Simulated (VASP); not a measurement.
# Sc3AlP (Pm-3m) in VASP: single point with PBE

Aim: the single point of Sc3AlP with PBE.

Program: VASP 6.6.1. These are calculated values, not measurements. Logs are shortened: lines on timing, memory, paths and dates and some standing lists are left out, and cuts for length are marked.

**1. The cell of the first run**

It takes space group Pm-3m (No. 221, cubic). The conventional cell has a = 4.192 Å, b = 4.192 Å, c = 4.192 Å, α = 90.00°, β = 90.00°, γ = 90.00°. Within 2.8 Å of Sc (site symmetry 4/mmm) lie 2 Al at 2.10 Å. Al (site symmetry m-3m) has 6 Sc at 2.10 Å within 2.8 Å. P (site symmetry m-3m) has 12 Sc at 2.96 Å and 8 Al at 3.63 Å within 3.9 Å.

**2. Single point, PBE**

The input, INCAR:

```
SYSTEM = Sc3AlP
ALGO = Normal
EDIFF = 1E-6
ENCUT = 520
GGA = PE
ISIF = 2
ISMEAR = 0
LASPH = .True.
LCHARG = .True.
LELF = .True.
LREAL = .False.
LVHAR = .True.
LWAVE = .False.
NBANDS = 28
NELM = 100
PREC = Accurate
SIGMA = 0.1
```

The input, KPOINTS:

```
k-points
0
Gamma
  4 4 4
  0 0 0
```

The input, POSCAR:

```
Sc3AlP
1.0
    4.1922448100      0.0000000000      0.0000000000
    0.0000000000      4.1922448100      0.0000000000
    0.0000000000      0.0000000000      4.1922448100
Sc Al P
3 1 1
Direct
    0.5000000000      0.0000000000      0.0000000000
    0.0000000000      0.5000000000      0.0000000000
    0.0000000000      0.0000000000      0.5000000000
    0.0000000000      0.0000000000      0.0000000000
    0.5000000000      0.5000000000      0.5000000000
```

Potentials or basis: VASP PAW PBE potentials, release 64 (Sc_sv, Al, P).

On the command line:

```bash
> cat potpaw_PBE.64/Sc_sv/POTCAR potpaw_PBE.64/Al/POTCAR potpaw_PBE.64/P/POTCAR > POTCAR
> mpirun -np 1 vasp_std > vasp.out
```

OUTCAR:

```text
SYSTEM = Sc3AlP
   EDIFF = 1E-6
   ENCUT = 520
   GGA = PE
   ISIF = 2
   ISMEAR = 0
   LASPH = .True.
   LREAL = .False.
   NELM = 100
   PREC = Accurate

 ion  position               nearest neighbor table
   1  0.500  0.000  0.000-   4 2.10   4 2.10   2 2.96   5 2.96   3 2.96   5 2.96   2 2.96   5 2.96
                             5 2.96   2 2.96   3 2.96   3 2.96   3 2.96   2 2.96
   2  0.000  0.500  0.000-   4 2.10   4 2.10   1 2.96   5 2.96   3 2.96   5 2.96   1 2.96   3 2.96
                             3 2.96   3 2.96   1 2.96   5 2.96   5 2.96   1 2.96
   3  0.000  0.000  0.500-   4 2.10   4 2.10   1 2.96   5 2.96   1 2.96   2 2.96   2 2.96   2 2.96
                             5 2.96   2 2.96   1 2.96   5 2.96   1 2.96   5 2.96
   4  0.000  0.000  0.000-   1 2.10   2 2.10   3 2.10   3 2.10   2 2.10   1 2.10
   5  0.500  0.500  0.500-   1 2.96   2 2.96   3 2.96   1 2.96   2 2.96   1 2.96   3 2.96   1 2.96
                             2 2.96   3 2.96   2 2.96   3 2.96

  LATTYP: Found a simple cubic cell.
 ALAT       =     4.1922448100

  Lattice vectors:

 A1 = (   4.1922448100,   0.0000000000,   0.0000000000)
 A2 = (   0.0000000000,   4.1922448100,   0.0000000000)
 A3 = (   0.0000000000,   0.0000000000,   4.1922448100)

Analysis of symmetry for initial positions (statically):
=====================================================================
 Subroutine PRICEL returns:
 Original cell was already a primitive cell.

 Routine SETGRP: Setting up the symmetry group for a
 simple cubic supercell.

 Subroutine GETGRP returns: Found 48 space group operations
 (whereof 48 operations were pure point group operations)
 out of a pool of 48 trial point group operations.

The static configuration has the point symmetry O_h .

Analysis of symmetry for dynamics (positions and initial velocities):
=====================================================================
 Subroutine PRICEL returns:
 Original cell was already a primitive cell.

 Routine SETGRP: Setting up the symmetry group for a
 simple cubic supercell.

 Subroutine GETGRP returns: Found 48 space group operations
 (whereof 48 operations were pure point group operations)
 out of a pool of 48 trial point group operations.

The dynamic configuration has the point symmetry O_h .

 Subroutine INISYM returns: Found 48 space group operations
 (whereof 48 operations are pure point group operations),
 and found     1 'primitive' translations

----------------------------------------------------------------------------------------

                                     Primitive cell

  volume of cell :      73.6784

  direct lattice vectors                    reciprocal lattice vectors
     4.192244810  0.000000000  0.000000000     0.238535688  0.000000000  0.000000000
     0.000000000  4.192244810  0.000000000     0.000000000  0.238535688  0.000000000
     0.000000000  0.000000000  4.192244810     0.000000000  0.000000000  0.238535688

  length of vectors
     4.192244810  4.192244810  4.192244810     0.238535688  0.238535688  0.238535688

  position of ions in fractional coordinates (direct lattice)
     0.500000000  0.000000000  0.000000000
     0.000000000  0.500000000  0.000000000
     0.000000000  0.000000000  0.500000000
     0.000000000  0.000000000  0.000000000
     0.500000000  0.500000000  0.500000000

  ion indices of the primitive-cell ions
   primitive index   ion index
                 1           1
                 2           2
                 3           3
                 4           4
                 5           5

----------------------------------------------------------------------------------------

 KPOINTS: k-points

Automatic generation of k-mesh.
 Grid dimensions read from file:
 generate k-points for:    4    4    4

 Generating k-lattice:

  Cartesian coordinates                     Fractional coordinates (reciprocal lattice)
     0.059633922  0.000000000  0.000000000     0.250000000  0.000000000  0.000000000
     0.000000000  0.059633922  0.000000000     0.000000000  0.250000000  0.000000000
     0.000000000  0.000000000  0.059633922     0.000000000  0.000000000  0.250000000

  Length of vectors
     0.059633922  0.059633922  0.059633922

  Shift w.r.t. Gamma in fractional coordinates (k-lattice)
     0.000000000  0.000000000  0.000000000

 Subroutine IBZKPT returns following result:
 ===========================================

 Found     10 irreducible k-points:

 Following reciprocal coordinates:
            Coordinates               Weight
  0.000000  0.000000  0.000000      1.000000
  0.250000  0.000000  0.000000      6.000000
  0.500000  0.000000  0.000000      3.000000
  0.250000  0.250000  0.000000     12.000000
  0.500000  0.250000  0.000000     12.000000
  0.500000  0.500000  0.000000      3.000000
  0.250000  0.250000  0.250000      8.000000
  0.500000  0.250000  0.250000     12.000000
  0.500000  0.500000  0.250000      6.000000
  0.500000  0.500000  0.500000      1.000000
   k-points           NKPTS =     10   k-points in BZ     NKDIM =     10   number of bands    NBANDS=     28
   number of dos      NEDOS =    301   number of ions     NIONS =      5
   total plane-waves  NPLWV =  32768
   dimension x,y,z NGX =    32 NGY =   32 NGZ =   32
   dimension x,y,z NGXF=    64 NGYF=   64 NGZF=   64
   ions per type =               3   1   1
   NGX,Y,Z   is equivalent  to a cutoff of  12.69, 12.69, 12.69 a.u.
   NGXF,Y,Z  is equivalent  to a cutoff of  25.38, 25.38, 25.38 a.u.
 SYSTEM =  Sc3AlP
   PREC   = accura    normal or accurate (medium, high low for compatibility)
   ISTART =      0    job   : 0-new  1-cont  2-samecut
   ICHARG =      2    charge: 1-file 2-atom 10-const
   ISPIN  =      1    spin polarized calculation?
   LNONCOLLINEAR =      F non collinear calculations
   LSORBIT =      F    spin-orbit coupling
   LASPH  =      T    aspherical Exc in radial PAW
   ENCUT  =  520.0 eV  38.22 Ry    6.18 a.u.   7.79  7.79  7.79*2*pi/ulx,y,z
   NELM   =    100;   NELMIN=  2; NELMDL= -5     # of ELM steps
   EDIFF  = 0.1E-05   stopping-criterion for ELM
   LREAL  =      F    real-space projection
   EDIFFG = 0.1E-04   stopping-criterion for IOM
   NSW    =      0    number of steps for IOM
   IBRION =     -1    ionic relax: 0-MD 1-quasi-New 2-CG
   NFREE  =      0    steps in history (QN), initial steepest desc. (CG)
   ISIF   =      2    stress and relaxation
   ISYM   =      2    0-nonsym 1-usesym 2-fastsym
   POTIM  = 0.5000    time-step for ionic-motion
   TEBEG  =    0.0;   TEEND  =   0.0 temperature during run
   PSTRESS=    0.0 pullay stress
   NELECT =      41.0000    total number of electrons
   NUPDOWN=      -1.0000    fix difference up-down
   EMIN   =  10.00;   EMAX   =-10.00  energy-range for DOS
   EFERMI =   0.00;   METHOD = LEGACY
   ISMEAR =     0;   SIGMA  =   0.10  broadening in eV -4-tet -1-fermi 0-gaus
   EFERMI_NEDOS =   21; number of points for ismear=-14 and -15
   IALGO  =     38    algorithm
   IMIX   =      4    mixing-type and parameters
     AMIX     =   0.40;   BMIX     =  1.00
     AMIX_MAG =   1.60;   BMIX_MAG =  1.00
  volume/ion in A,a.u.               =      14.74        99.44
  Fermi-wavevector in a.u.,A,eV,Ry     =   1.346551  2.544612 24.670079  1.813200
  Thomas-Fermi vector in A             =   2.474374
   LORBIT       =      0    0 simple, 1 ext, 2 COOP (PROOUT), +10 PAW based schemes
   GGA     = PE    functional components
   LHFCALC =     F    Hartree Fock is set to
   AEXX    =    0.0000 exact exchange contribution
   IVDW    =     0    specifies the selected vdW correction
   LEPSILON=     F    determine dielectric tensor
   LRPA    =     F    only Hartree local field effects (RPA)
 non-spin polarized calculation
 Gauss-broadening in eV      SIGMA  =   0.10
  energy-cutoff  :      520.00
  volume of cell :       73.68
 maximum number of plane-waves:      2008
 NGX is ok and might be reduce to    32
   NGX = 15   NGY = 15   NGZ = 15

 number of electron      40.9999997 magnetization

 Free energy of the ion-electron system (eV)
  ---------------------------------------------------
  ext. energy  EPLUGINS =         0.00000000
  ---------------------------------------------------
  free energy    TOTEN  =       -19.64205891 eV

  energy without entropy =      -19.63023424  energy(sigma->0) =      -19.63614657

 E-fermi :   7.9820     XC(G=0): -11.5093

 val. band max:        7.9343836693   @ k =   0.5000   0.2500   0.0000
 cond. band min:       8.0821195915   @ k =   0.5000   0.0000   0.0000
 fundamental gap:      0.1477359222
 Fermi energy:         7.9819764711

 k-point     1 :       0.0000    0.0000    0.0000
  band No.  band energies     occupation
      1     -40.5358      2.00000
      2     -40.3123      2.00000
      3     -40.3123      2.00000
      4     -19.7787      2.00000
      5     -19.7787      2.00000
      6     -19.7787      2.00000
[... 20 lines left out ...]
     27      10.7702      0.00000
     28      10.7702      0.00000

 k-point     2 :       0.2500    0.0000    0.0000
  band No.  band energies     occupation
      1     -40.5065      2.00000
      2     -40.3384      2.00000
      3     -40.3120      2.00000
      4     -19.7272      2.00000
      5     -19.7272      2.00000
      6     -19.7117      2.00000
[... 20 lines left out ...]
     27      10.6462      0.00000
     28      10.8141      0.00000

 k-point     3 :       0.5000    0.0000    0.0000
  band No.  band energies     occupation
      1     -40.4613      2.00000
      2     -40.3803      2.00000
      3     -40.3116      2.00000
      4     -19.6650      2.00000
      5     -19.6650      2.00000
      6     -19.6025      2.00000
[... 20 lines left out ...]
     27       9.9600      0.00000
     28      10.8355      0.00000

 k-point     4 :       0.2500    0.2500    0.0000
  band No.  band energies     occupation
      1     -40.4801      2.00000
      2     -40.3460      2.00000
      3     -40.3269      2.00000
      4     -19.8454      2.00000
      5     -19.6735      2.00000
      6     -19.5190      2.00000
[... 20 lines left out ...]
     27      11.1633      0.00000
     28      11.3087      0.00000

 k-point     5 :       0.5000    0.2500    0.0000
  band No.  band energies     occupation
      1     -40.4376      2.00000
      2     -40.3798      2.00000
      3     -40.3316      2.00000
      4     -19.8743      2.00000
      5     -19.6071      2.00000
      6     -19.3826      2.00000
[... 20 lines left out ...]
     27      11.1008      0.00000
     28      11.3117      0.00000

 k-point     6 :       0.5000    0.5000    0.0000
  band No.  band energies     occupation
      1     -40.3861      2.00000
      2     -40.3793      2.00000
      3     -40.3793      2.00000
      4     -19.9748      2.00000
      5     -19.5316      2.00000
      6     -19.4752      2.00000
[... 20 lines left out ...]
     27      10.9001      0.00000
     28      11.3222      0.00000

 k-point     7 :       0.2500    0.2500    0.2500
  band No.  band energies     occupation
      1     -40.4576      2.00000
      2     -40.3455      2.00000
      3     -40.3455      2.00000
      4     -19.9931      2.00000
      5     -19.4854      2.00000
      6     -19.4854      2.00000
[... 20 lines left out ...]
     27      10.7609      0.00000
     28      10.7905      0.00000

 k-point     8 :       0.5000    0.2500    0.2500
  band No.  band energies     occupation
      1     -40.4200      2.00000
      2     -40.3793      2.00000
      3     -40.3450      2.00000
      4     -20.0696      2.00000
      5     -19.4138      2.00000
      6     -19.3948      2.00000
[... 20 lines left out ...]
     27      10.5986      0.00000
     28      10.8917      0.00000

 k-point     9 :       0.5000    0.5000    0.2500
  band No.  band energies     occupation
      1     -40.3822      2.00000
      2     -40.3788      2.00000
      3     -40.3788      2.00000
      4     -20.1881      2.00000
      5     -19.4712      2.00000
      6     -19.3684      2.00000
[... 20 lines left out ...]
     27      10.7604      0.00000
     28      11.1817      0.00000

 k-point    10 :       0.5000    0.5000    0.5000
  band No.  band energies     occupation
      1     -40.3783      2.00000
      2     -40.3783      2.00000
      3     -40.3783      2.00000
      4     -20.3304      2.00000
      5     -19.4672      2.00000
      6     -19.4672      2.00000
[... 20 lines left out ...]
     27      10.4201      0.00000
     28      11.5575      0.00000

------------------------ aborting loop because EDIFF is reached ----------------------------------------

  FORCE on cell =-STRESS in cart. coord.  units (eV):
  Direction    XX          YY          ZZ          XY          YZ          ZX
  --------------------------------------------------------------------------------------
  -------------------------------------------------------------------------------------
  Total       29.3638293     29.3638293     29.3638293     -0.0000000     -0.0000000      0.0000000
  in kB      638.5330289    638.5330289    638.5330289     -0.0000000     -0.0000000      0.0000000
  external PRESSURE =     638.5330289 kB  Pullay stress =       0.0000000 kB

 VOLUME and BASIS-vectors are now :
 -----------------------------------------------------------------------------
  energy-cutoff  :      520.00
  volume of cell :       73.68
      direct lattice vectors                 reciprocal lattice vectors
     4.192244810  0.000000000  0.000000000     0.238535688  0.000000000  0.000000000
     0.000000000  4.192244810  0.000000000     0.000000000  0.238535688  0.000000000
     0.000000000  0.000000000  4.192244810     0.000000000  0.000000000  0.238535688

 POSITION                                       TOTAL-FORCE (eV/Angst)
 -----------------------------------------------------------------------------------
      2.09612      0.00000      0.00000         0.000000      0.000000      0.000000
      0.00000      2.09612      0.00000         0.000000      0.000000      0.000000
      0.00000      0.00000      2.09612         0.000000      0.000000      0.000000
      0.00000      0.00000      0.00000         0.000000      0.000000      0.000000
      2.09612      2.09612      2.09612         0.000000      0.000000      0.000000
 -----------------------------------------------------------------------------------
    total drift:                                0.000000      0.000000     -0.000000

  FREE ENERGIE OF THE ION-ELECTRON SYSTEM (eV)
  ---------------------------------------------------
  free  energy   TOTEN  =       -19.6420589069 eV

  energy  without entropy=      -19.6302342400  energy(sigma->0) =      -19.63614657
```

Wall time 16 s (1 thread of Intel Xeon 6975P-C, shared host); peak memory 0.18 GiB.

What came out:

| Property | Result |
| --- | --- |
| Free energy | -19.6421 eV |
| Pressure | 63.9 GPa |

Caveat: the k points lie up to 0.37 Å⁻¹ apart.
